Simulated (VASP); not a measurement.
A run of VASP 6.6.1:

The input INCAR:

```
SYSTEM = HfSi
ALGO = Normal
EDIFF = 1E-6
ENCUT = 520
GGA = PS
ISIF = 2
ISMEAR = 0
LASPH = .True.
LCHARG = .False.
LREAL = .False.
LWAVE = .False.
NBANDS = 14
NELM = 60
PREC = Accurate
SIGMA = 0.05
```

The input KPOINTS:

```
k-points
0
Gamma
  6 6 6
  0 0 0
```

File POSCAR:

```
HfSi
1.0
    0.0000000000      2.9599552821      2.9599552821
    2.9599552821      0.0000000000      2.9599552821
    2.9599552821      2.9599552821      0.0000000000
Hf Si
1 1
Direct
    0.0000000000      0.0000000000      0.0000000000
    0.2500000000      0.2500000000      0.2500000000
```

Potentials or basis: VASP PAW PBE potentials, release 64 (Hf_pv, Si).

Launch:

```sh
$ cat potpaw_PBE.64/Hf_pv/POTCAR potpaw_PBE.64/Si/POTCAR > POTCAR
$ mpirun -np 1 vasp_std > vasp.out
```

Hardware: 1 thread of Intel(R) Xeon(R) Platinum 8375C CPU @ 2.90GHz (Ice Lake) (shared host).

Problem. How long does it take, and how much memory?

Solution. Wall time 15 s on 1 thread of Intel(R) Xeon(R) Platinum 8375C CPU @ 2.90GHz (Ice Lake), with other jobs on the host, peak memory 0.17 GiB. Counts: scf iterations 13, k points 16.
